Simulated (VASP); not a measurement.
Set up this calculation in VASP 6.6.1, as the native input.

```yaml
Task: single point
Functional: PBE
Potentials_or_basis: VASP PAW PBE potentials, release 64 (Nd_3, Sc_sv, Cl), 4f in core
Cutoff: 500 eV
k_mesh: 4 × 4 × 4
Occupations: gaussian, width 0.1 eV
Spin: no spin polarisation
Dipole_correction: no
Further_INCAR_settings: ALGO = Normal; EDIFF = 1e-06; NBANDS = 32
```

The structure of Nd2ScCl2 lies in POSCAR:

```
Nd2ScCl2
1.0
    5.9652684536      0.0000000000      0.0000000000
    0.0000000000      5.9652684536      0.0000000000
    0.0000000000      0.0000000000      8.8936224176
Nd Sc Cl
2 1 2
Direct
    0.0000000000      0.5000000000      0.0000000000
    0.5000000000      0.0000000000      0.0000000000
    0.5000000000      0.5000000000      0.0000000000
    0.5000000000      0.5000000000      0.7313864670
    0.5000000000      0.5000000000      0.2686135330
```

The cell was generated, and may not be a known phase.

The input as run:

INCAR

```
PREC     = Accurate       # precision mode
ENCUT    = 500            # plane-wave cutoff, eV
EDIFF    = 1E-6           # SCF threshold, eV
ISMEAR   = 0              # smearing method
SIGMA    = 0.1            # smearing width, eV
LREAL    = False          # projectors in reciprocal space
LASPH    = True           # aspherical terms in the spheres
NELM     = 200            # most SCF steps
ALGO     = Normal         # electronic algorithm
ISIF     = 2              # what is computed and relaxed
LWAVE    = False          # write WAVECAR
LCHARG   = False          # write CHGCAR
GGA      = PE             # functional
NBANDS   = 32             # bands
GGA_COMPAT= False        
LMAXMIX  = 6              # l up to which the mixer works
```

KPOINTS

```
regular mesh
0
Gamma
  4 4 4
```

Potentials or basis: VASP PAW PBE potentials, release 64 (Nd_3, Sc_sv, Cl), 4f in core.

Command:

```console
$ cat potpaw_PBE.64/Nd_3/POTCAR potpaw_PBE.64/Sc_sv/POTCAR potpaw_PBE.64/Cl/POTCAR > POTCAR
$ mpirun -np 1 vasp_std > vasp.out
```

Results of the run:

| Quantity | Value |
| --- | --- |
| Pressure | 0.0 GPa |
| Largest force | 0.030 eV/Å |
| Band gap on the k mesh | zero (an odd number of electrons rules out a gap without spin polarisation) |

Caveat: spin-orbit coupling is left out, which moves the levels of the heavy elements; this functional lacks dispersion, which binds layers or chains, so the pressure and a relaxed spacing across them are unreliable; the 4f electrons are frozen in the core, so they carry no moment and show no levels; the run has no spin polarisation, though such a crystal can be magnetic.

It took 2.1 min on 1 thread of Intel(R) Xeon(R) 6975P-C (Granite Rapids) (shared host), peak memory 0.51 GiB.
